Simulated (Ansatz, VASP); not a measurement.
**Two plane-wave programs on GaN**

```
Ga N
1.0
     3.32416    0.00000    0.00000
    -1.66208    2.87881    0.00000
     0.00000    0.00000    4.88822
Ga N
2 2
Direct
  0.33333 0.66667 0.25000
  0.66667 0.33333 0.75000
  0.33333 0.66667 0.75000
  0.66667 0.33333 0.25000
```

Alike in both runs: functional PBE; k mesh 12 × 12 × 6; occupations gaussian, width 0.02 eV; no spin polarisation.

Ansatz relaxed the structure, and its values are those at the end. VASP's run is a single point on that final structure, the one shown.

|  | VASP | Ansatz |
| --- | --- | --- |
| version | VASP 6.6.1 | Ansatz 0.2.0 |
| potentials or method | VASP PAW PBE potentials, release 64 (Ga_d, N), cutoff 520 eV | scalar-relativistic, plane waves, PAW |
| valence electrons in the cell | 36 | 36 |

|  | VASP | Ansatz | Ansatz less VASP |
| --- | --- | --- | --- |
| gap on the k mesh at the Fermi level (eV) | 1.15 | 1.15 | -0.003 |
| least direct gap on the mesh (eV) | 1.15 | 1.15 | -0.003 |
| pressure (GPa) | 0.1 | 0.0 | -0.07 |

The functional is the same, so the differences come from potentials, cutoffs and numerics.
